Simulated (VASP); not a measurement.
Si: single point with b88 exchange, lda correlation

The system is Si.

```
Si
1.0
     0.00000    2.71356    2.71356
     2.71356    0.00000    2.71356
     2.71356    2.71356    0.00000
Si
2
Cartesian
  4.0703 4.0703 4.0703
  2.7136 2.7136 2.7136
```

```json
{
  "Program": "VASP 6.6.1",
  "Task": "single point",
  "Functional": "b88 exchange, lda correlation",
  "Potentials or basis": "VASP PAW PBE potentials, release 64 (Si)",
  "Cutoff": "400 eV",
  "k mesh": "3 × 3 × 3",
  "Occupations": "gaussian, width 0.01 eV",
  "Spin": "no spin polarisation",
  "Dipole correction": "no",
  "k mesh for the DOS": "5 × 5 × 5",
  "Occupations for the DOS": "tetrahedron",
  "Further INCAR settings": "ALGO = Normal; EDIFF = 1e-06; NBANDS = 11"
}
```

```
Valence electrons inside the program's atomic spheres : Si 1.71
```

Levels at points of the mesh, in eV from the valence-band top:
```tsv
k point	band 1	band 2	band 3	band 4	band 5	band 6	band 7	band 8
(0.00, 0.00, 0.00)	-11.85	0.00	0.00	0.00	2.74	2.74	2.74	3.45
```

It took 12 s on 1 thread of Intel Xeon 8259CL (shared host), peak memory 0.14 GiB.

Caveat: the k points lie up to 0.67 Å⁻¹ apart.
